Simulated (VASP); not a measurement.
A run of VASP 6.6.1 is set up as follows.

POSCAR

```
MgO
1.0
    0.0000000000      2.1980262510      2.1021674168
    2.1980262510      0.0000000000      2.1021674168
    2.1980262510      2.1980262510      0.0000000000
Mg O
1 1
Direct
    0.0000000000      0.0000000000      0.0000000000
    0.5000000000      0.5000000000      0.5000000000
```

INCAR.step1

```
ALGO     = Normal         # electronic algorithm
EDIFF    = 1E-5           # SCF threshold, eV
ENCUT    = 750            # plane-wave cutoff, eV
GGA      = PE             # functional
GGA_COMPAT= F            
ISMEAR   = 0              # smearing method
LASPH    = T              # aspherical terms in the spheres
LCHARG   = F              # write CHGCAR
LREAL    = F              # projectors in reciprocal space
LWAVE    = T              # write WAVECAR
NBANDS   = 15             # bands
NELM     = 120            # most SCF steps
PREC     = Accurate       # precision mode
SIGMA    = 0.01           # smearing width, eV
```

File INCAR.step2:

```
ALGO     = Normal         # electronic algorithm
EDIFF    = 1E-6           # SCF threshold, eV
ENCUT    = 750            # plane-wave cutoff, eV
GGA_COMPAT= F            
ISIF     = 2              # what is computed and relaxed
ISMEAR   = 0              # smearing method
ISTART   = 1            
LASPH    = T              # aspherical terms in the spheres
LCHARG   = F              # write CHGCAR
LMIXTAU  = T            
LREAL    = F              # projectors in reciprocal space
LWAVE    = F              # write WAVECAR
METAGGA  = R2SCAN         # meta-GGA
NBANDS   = 15             # bands
NELM     = 120            # most SCF steps
PREC     = Accurate       # precision mode
SIGMA    = 0.01           # smearing width, eV
```

File KPOINTS:

```
k-points
0
Gamma
  10 10 10
```

Potentials or basis: VASP PAW PBE potentials, release 64 (Mg_sv, O).

Command:

```bash
$ cat potpaw_PBE.64/Mg_sv/POTCAR potpaw_PBE.64/O/POTCAR > POTCAR
$ cp INCAR.step1 INCAR
$ mpirun -np 1 vasp_std > vasp.out
$ cp INCAR.step2 INCAR
$ mpirun -np 1 vasp_std > vasp.out
```

Predict the band gap on the k mesh.

4.81 eV.

Predict the pressure.

-12.2 GPa.

Stress tensor (GPa, compression positive):
```
-14.33   0.00   0.00
  0.00 -14.33   0.00
  0.00   0.00  -8.05
```

Caveat: the cell differs from its parent crystal (biaxial xy strain +4.6%); the cell stands under tension; the PAW data sets were made with another functional, which shifts forces and pressure a little.
